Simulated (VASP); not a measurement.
Se: single point with PBE

Se:

```xyz
2
Lattice="0.0000 3.0802 3.0802 3.0802 0.0000 3.0802 3.0802 3.0802 0.0000" Properties=species:S:1:pos:R:3 pbc="T T T"
Se    0.7701    0.7701    0.7701
Se    5.3904    5.3904    5.3904
```

This isn't the form of Se at room conditions, which is trigonal, of chains.

```json
{"Program": "VASP 6.6.1", "Task": "single point", "Functional": "PBE", "Potentials or basis": "VASP PAW PBE potentials, release 64 (Se)", "Cutoff": "520 eV", "k mesh": "10 × 10 × 10", "Occupations": "fermi-dirac, width 0.1 eV", "Spin": "no spin polarisation", "Dipole correction": "no", "Further INCAR settings": "ALGO = Normal; EDIFF = 1e-06; NBANDS = 13"}
```

```yaml
Pressure: 3.8 GPa
Band_gap_on_the_k_mesh: zero (bands 6 and 7 overlap by 1.15 eV)
```

Levels at points of the mesh, in eV from the Fermi level:
| k point | band 3 | band 4 | band 5 | band 6 | band 7 | band 8 | band 9 | band 10 |
| --- | --- | --- | --- | --- | --- | --- | --- | --- |
| (0.00, 0.00, 0.00) | -3.68 | -3.68 | -3.68 | -0.87 | -0.87 | -0.87 | 4.38 | 7.57 |
| (0.50, 0.00, 0.00) | -4.44 | -4.44 | -4.34 | 0.29 | 0.29 | 1.98 | 6.88 | 6.92 |
| (0.50, 0.50, 0.00) | -5.28 | -5.28 | -2.06 | -2.06 | 2.42 | 2.42 | 6.28 | 6.28 |

It took 32 s on 1 thread of Intel Xeon 8259CL, with other jobs on the host, peak memory 0.18 GiB.

Caveat: the cell stands under pressure.
